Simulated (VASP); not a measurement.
Runs of VASP 6.6.1 on KCl. The structure is that of space group Fm-3m (No. 225), or close to it. The cells are those of the table. 

```tsv
task	cell	cutoff (eV)	gap on the mesh (eV)	pressure (GPa)
single point	a = 4.508 Å, angles 60.0°, 2 atoms	520	5.69	-0.7
relaxation of the atoms	atoms relaxed from a = 4.359 Å, angles 60.0°, 2 atoms	520	6.06	1.4
relaxation of the atoms	atoms relaxed from a = 4.508 Å, angles 60.0°, 2 atoms	520	5.69	-0.7
relaxation of the atoms	atoms relaxed from a = 4.479 Å, angles 60.0°, 2 atoms	520	5.76	-0.4
single point	a = 4.450 Å, angles 60.0°, 2 atoms	520	5.83	0.0
single point	a = 4.420 Å, angles 60.0°, 2 atoms	520	5.90	0.4
single point	a = 4.537 Å, angles 60.0°, 2 atoms	520	5.63	-1.0
relaxation of the atoms	atoms relaxed from a = 4.537 Å, angles 60.0°, 2 atoms	520	5.63	-1.0
single point	a = 4.479 Å, angles 60.0°, 2 atoms	520	5.76	-0.4
single point	a = 4.390 Å, angles 60.0°, 2 atoms	520	(a)	0.9
single point	a = 4.359 Å, angles 60.0°, 2 atoms	520	6.06	1.4
relaxation of cell and atoms	relaxed from a = 4.450 Å, angles 60.0°, 2 atoms	600	5.83	0.0
```

Alike in all rows: level r2SCAN; potentials or basis VASP PAW PBE potentials, release 64 (K_sv, Cl); no spin polarisation; k mesh 8 × 8 × 8; smearing fermi-dirac 0.02 eV.

Task: Estimate the missing entries.

Result: (a) 5.98.

Caveats: the PAW data sets were made with another functional, which shifts forces and pressure a little; the relaxation stopped at its first step, so nothing moved (at least some runs).

A k mesh can miss the band edges.
